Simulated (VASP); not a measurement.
# HfC (zincblende type) (F-43m) in VASP: a series of runs, part 2 of 2

VASP 6.6.1. Earlier steps stand in the parts before.

## (5) Single point, PBE (volume scaled by 1.03)

The input, INCAR:

```
SYSTEM = HfC
PREC = Accurate ; ENCUT = 520
EDIFF = 1E-7 ; ISMEAR = -1
SIGMA = 0.08 ; LREAL = .FALSE.
LASPH = .TRUE. ; NELM = 80
ALGO = Normal ; ISIF = 2
LWAVE = .FALSE. ; LCHARG = .FALSE.
GGA = PE ; NBANDS = 14
```

The input, KPOINTS:

```
regular mesh
0
G
  11 11 11
  0 0 0
```

The input, POSCAR:

```
HfC
1.0
    0.0000000000      2.5469925823      2.5469925823
    2.5469925823      0.0000000000      2.5469925823
    2.5469925823      2.5469925823      0.0000000000
Hf C
1 1
Direct
    0.0000000000      0.0000000000      0.0000000000
    0.2500000000      0.2500000000      0.2500000000
```

Potentials or basis: VASP PAW PBE potentials, release 64 (Hf_pv, C).

Started as:

```
$ cat potpaw_PBE.64/Hf_pv/POTCAR potpaw_PBE.64/C/POTCAR > POTCAR
$ mpirun -np 1 vasp_std > vasp.out
```

OUTCAR:

```text
SYSTEM = HfC
   PREC = Accurate
   ENCUT = 520
   EDIFF = 1E-7
   ISMEAR = -1
   LREAL = .FALSE.
   LASPH = .TRUE.
   NELM = 80
   ISIF = 2
   GGA = PE

 ion  position               nearest neighbor table
   1  0.000  0.000  0.000-   2 2.21   2 2.21   2 2.21   2 2.21
   2  0.250  0.250  0.250-   1 2.21   1 2.21   1 2.21   1 2.21

  LATTYP: Found a face centered cubic cell.
 ALAT       =     5.0939851646

  Lattice vectors:

 A1 = (   0.0000000000,   2.5469925823,   2.5469925823)
 A2 = (   2.5469925823,   0.0000000000,   2.5469925823)
 A3 = (   2.5469925823,   2.5469925823,   0.0000000000)

Analysis of symmetry for initial positions (statically):
=====================================================================
 Subroutine PRICEL returns:
 Original cell was already a primitive cell.

 Routine SETGRP: Setting up the symmetry group for a
 face centered cubic supercell.

 Subroutine GETGRP returns: Found 24 space group operations
 (whereof 24 operations were pure point group operations)
 out of a pool of 48 trial point group operations.

The static configuration has the point symmetry T_d .

Analysis of symmetry for dynamics (positions and initial velocities):
[... 164 lines left out ...]

 k-point     1 :       0.0000    0.0000    0.0000
  band No.  band energies     occupation
      1     -26.3074      2.00000
      2     -26.3074      2.00000
      3     -26.3074      2.00000
      4      -7.0396      2.00000
      5       1.2979      2.00000
      6       1.2979      2.00000
      7       1.2979      2.00000
      8       6.5862      0.00000
      9       6.9809      0.00000
     10       6.9809      0.00000
     11      12.3813      0.00000
     12      12.3813      0.00000
     13      12.3813      0.00000
     14      17.5351      0.00000
[... 377 lines left out ...]
      1     -26.4633      2.00000
      2     -26.3728      2.00000
      3     -26.3288      2.00000
      4      -5.9622      2.00000
      5       0.3934      2.00000
      6       1.6551      2.00000
      7       1.8319      2.00000
      8       6.0704      0.00000
      9       7.2605      0.00000
     10       8.4935      0.00000
     11      11.0177      0.00000
     12      11.9145      0.00000
     13      12.8820      0.00000
     14      13.8260      0.00000

 [... further k-points ...]
[... 5 lines left out ...]
  --------------------------------------------------------------------------------------
  -------------------------------------------------------------------------------------
  Total       -0.9856614     -0.9856614     -0.9856614      0.0000000     -0.0000000      0.0000000
  in kB      -47.7887106    -47.7887106    -47.7887106      0.0000000     -0.0000000      0.0000000
  external PRESSURE =     -47.7887106 kB  Pullay stress =       0.0000000 kB

 VOLUME and BASIS-vectors are now :
 -----------------------------------------------------------------------------
  energy-cutoff  :      520.00
  volume of cell :       33.05
      direct lattice vectors                 reciprocal lattice vectors
     0.000000000  2.546992582  2.546992582    -0.196309955  0.196309955  0.196309955
     2.546992582  0.000000000  2.546992582     0.196309955 -0.196309955  0.196309955
     2.546992582  2.546992582  0.000000000     0.196309955  0.196309955 -0.196309955

 POSITION                                       TOTAL-FORCE (eV/Angst)
 -----------------------------------------------------------------------------------
      0.00000      0.00000      0.00000        -0.000000     -0.000000     -0.000000
      1.27350      1.27350      1.27350         0.000000      0.000000      0.000000
 -----------------------------------------------------------------------------------
    total drift:                                0.000000      0.000000      0.000000

  FREE ENERGIE OF THE ION-ELECTRON SYSTEM (eV)
  ---------------------------------------------------
  free  energy   TOTEN  =       -19.7417743605 eV

  energy  without entropy=      -19.7386082071  energy(sigma->0) =      -19.74019128
```

OSZICAR:

```text
N       E                     dE             d eps       ncg     rms          rms(c)
DAV:   1     0.291619833420E+02    0.29162E+02   -0.71759E+03  1568   0.917E+02
DAV:   2    -0.220263108618E+02   -0.51188E+02   -0.47130E+02  2104   0.200E+02
DAV:   3    -0.241772808318E+02   -0.21510E+01   -0.21424E+01  1850   0.309E+01
DAV:   4    -0.241932089859E+02   -0.15928E-01   -0.15927E-01  1832   0.335E+00
DAV:   5    -0.241933886263E+02   -0.17964E-03   -0.17964E-03  1904   0.314E-01    0.483E+01
DAV:   6    -0.197656659804E+02    0.44277E+01   -0.15179E+01  1676   0.211E+01    0.336E+01
DAV:   7    -0.197538973944E+02    0.11769E-01   -0.76039E-01  1736   0.587E+00    0.228E+01
DAV:   8    -0.197517534569E+02    0.21439E-02   -0.89074E-02  1868   0.226E+00    0.830E+00
DAV:   9    -0.197417478066E+02    0.10006E-01   -0.25870E-02  1700   0.935E-01    0.109E+00
DAV:  10    -0.197417490026E+02   -0.11960E-05   -0.10786E-03  2114   0.241E-01    0.295E-01
DAV:  11    -0.197417742730E+02   -0.25270E-04   -0.71240E-05  1652   0.691E-02    0.194E-02
DAV:  12    -0.197417749062E+02   -0.63323E-06   -0.68549E-06  1814   0.213E-02    0.612E-02
DAV:  13    -0.197417742782E+02    0.62801E-06   -0.57515E-07  2006   0.610E-03    0.518E-03
DAV:  14    -0.197417743605E+02   -0.82339E-07   -0.27336E-08  1012   0.140E-03
   1 F= -.19741774E+02 E0= -.19740191E+02  d E =-.316615E-02
```

stdout:

```text
POSCAR found type information on POSCAR HfC
 POSCAR found :  2 types and       2 ions
 scaLAPACK will be used
 LDA part: xc-table for (Slater+PW92), standard interpolation
 POSCAR, INCAR and KPOINTS ok, starting setup
 FFT: planning ... GRIDC
 FFT: planning ... GRID_SOFT
 FFT: planning ... GRID
 WAVECAR not read
 entering main loop
```

Run time: 15 s. Hardware: 1 thread of AMD EPYC 9R45 (Zen 5), shared host; peak memory 0.14 GiB.

What came out:

```
Free energy            : -19.7418 eV
Pressure               : -4.8 GPa
Band gap on the k mesh : 0.55 eV, indirect (least direct gap 0.57 eV)
```

Caveat: spin-orbit coupling is left out, which moves the levels of the heavy elements. A k mesh can miss the band edges.

## (6) Single point, PBE (volume scaled by 1.06)

The input, INCAR:

```
SYSTEM = HfC
  PREC = Accurate
  ENCUT = 520
  EDIFF = 1E-6
  ISMEAR = -1
  SIGMA = 0.08
  LREAL = .False.
  LASPH = .True.
  NELM = 80
  ALGO = Normal
  ISIF = 2
  LWAVE = .False.
  LCHARG = .True.
  GGA = PE
  LELF = .True.
  LVHAR = .True.
  NBANDS = 14
```

The input, KPOINTS:

```
Automatic mesh
0
Gamma
  11 11 11
  0 0 0
```

The input, POSCAR:

```
HfC
1.0
    0.0000000000      2.5714843981      2.5714843981
    2.5714843981      0.0000000000      2.5714843981
    2.5714843981      2.5714843981      0.0000000000
Hf C
1 1
Direct
    0.0000000000      0.0000000000      0.0000000000
    0.2500000000      0.2500000000      0.2500000000
```

Potentials or basis: VASP PAW PBE potentials, release 64 (Hf_pv, C).

Started as:

```
$ cat potpaw_PBE.64/Hf_pv/POTCAR potpaw_PBE.64/C/POTCAR > POTCAR
$ mpirun -np 1 vasp_std > vasp.out
```

OUTCAR:

```text
SYSTEM = HfC
   PREC = Accurate
   ENCUT = 520
   EDIFF = 1E-6
   ISMEAR = -1
   LREAL = .False.
   LASPH = .True.
   NELM = 80
   ISIF = 2
   GGA = PE

 ion  position               nearest neighbor table
   1  0.000  0.000  0.000-   2 2.23   2 2.23   2 2.23   2 2.23
   2  0.250  0.250  0.250-   1 2.23   1 2.23   1 2.23   1 2.23

  LATTYP: Found a face centered cubic cell.
 ALAT       =     5.1429687962

  Lattice vectors:

 A1 = (   0.0000000000,   2.5714843981,   2.5714843981)
[... 584 lines left out ...]
      9       6.9895      0.00000
     10       8.1992      0.00000
     11      10.5708      0.00000
     12      11.4799      0.00000
     13      12.4090      0.00000
     14      13.4716      0.00000

 [... further k-points ...]
[... 5 lines left out ...]
  --------------------------------------------------------------------------------------
  -------------------------------------------------------------------------------------
  Total       -1.8278217     -1.8278217     -1.8278217     -0.0000000     -0.0000000      0.0000000
  in kB      -86.1118156    -86.1118156    -86.1118156     -0.0000000     -0.0000000      0.0000000
  external PRESSURE =     -86.1118156 kB  Pullay stress =       0.0000000 kB

 VOLUME and BASIS-vectors are now :
 -----------------------------------------------------------------------------
  energy-cutoff  :      520.00
  volume of cell :       34.01
      direct lattice vectors                 reciprocal lattice vectors
     0.000000000  2.571484398  2.571484398    -0.194440223  0.194440223  0.194440223
     2.571484398  0.000000000  2.571484398     0.194440223 -0.194440223  0.194440223
     2.571484398  2.571484398  0.000000000     0.194440223  0.194440223 -0.194440223

 POSITION                                       TOTAL-FORCE (eV/Angst)
 -----------------------------------------------------------------------------------
      0.00000      0.00000      0.00000         0.000000      0.000000      0.000000
      1.28574      1.28574      1.28574        -0.000000     -0.000000     -0.000000
 -----------------------------------------------------------------------------------
    total drift:                                0.000000      0.000000      0.000000

  FREE ENERGIE OF THE ION-ELECTRON SYSTEM (eV)
  ---------------------------------------------------
  free  energy   TOTEN  =       -19.7014678373 eV

  energy  without entropy=      -19.6986909268  energy(sigma->0) =      -19.70007938
```

OSZICAR:

```text
N       E                     dE             d eps       ncg     rms          rms(c)
DAV:   1     0.292757532646E+02    0.29276E+02   -0.72784E+03  1576   0.915E+02
DAV:   2    -0.219674187044E+02   -0.51243E+02   -0.47954E+02  2102   0.199E+02
DAV:   3    -0.241405947257E+02   -0.21732E+01   -0.21653E+01  1856   0.310E+01
DAV:   4    -0.241570765437E+02   -0.16482E-01   -0.16481E-01  1838   0.340E+00
DAV:   5    -0.241572666236E+02   -0.19008E-03   -0.19008E-03  1874   0.324E-01    0.461E+01
DAV:   6    -0.197392418502E+02    0.44180E+01   -0.15646E+01  1694   0.210E+01    0.327E+01
DAV:   7    -0.197149848102E+02    0.24257E-01   -0.77963E-01  1736   0.588E+00    0.225E+01
DAV:   8    -0.197129094031E+02    0.20754E-02   -0.10585E-01  1898   0.243E+00    0.854E+00
DAV:   9    -0.197014160425E+02    0.11493E-01   -0.29426E-02  1682   0.101E+00    0.106E+00
DAV:  10    -0.197014401418E+02   -0.24099E-04   -0.12047E-03  2090   0.252E-01    0.284E-01
DAV:  11    -0.197014669128E+02   -0.26771E-04   -0.70178E-05  1652   0.688E-02    0.204E-02
DAV:  12    -0.197014678373E+02   -0.92450E-06   -0.76441E-06  1874   0.224E-02
   1 F= -.19701468E+02 E0= -.19700079E+02  d E =-.277691E-02
```

It took 14 s on 1 thread of AMD EPYC 9R45 (Zen 5), shared host; peak memory 0.14 GiB.

What came out:

```
Free energy            : -19.7015 eV
Pressure               : -8.6 GPa
Band gap on the k mesh : 0.58 eV, indirect (least direct gap 0.61 eV)
```

Levels at points of the mesh, in eV from the valence-band top:
| k point | band 4 | band 5 | band 6 | band 7 | band 8 | band 9 | band 10 | band 11 |
| --- | --- | --- | --- | --- | --- | --- | --- | --- |
| (0.00, 0.00, 0.00) | -10.25 | -1.95 | -1.95 | -1.95 | 3.14 | 3.57 | 3.57 | 8.85 |

Caveat: spin-orbit coupling is left out, which moves the levels of the heavy elements. A k mesh can miss the band edges.

## (7) The runs side by side

| cell | gap on the mesh (eV) | pressure (GPa) |
| --- | --- | --- |
| a = 3.494 Å, angles 60.0°, 2 atoms | 0.43 | 10.5 |
| a = 3.531 Å, angles 60.0°, 2 atoms | 0.47 | 4.7 |
| a = 3.567 Å, angles 60.0°, 2 atoms | 0.51 | -0.4 |
| a = 3.602 Å, angles 60.0°, 2 atoms | 0.55 | -4.8 |
| a = 3.637 Å, angles 60.0°, 2 atoms | 0.58 | -8.6 |

Alike in all rows: task single point; level PBE; potentials or basis VASP PAW PBE potentials, release 64 (Hf_pv, C); no spin polarisation; k mesh 11 × 11 × 11; cutoff (eV) 520; smearing fermi-dirac 0.08 eV.

Caveats: spin-orbit coupling is left out, which moves the levels of the heavy elements.

Total energies depend on the potentials used, so only differences within one code and one set of settings carry meaning.
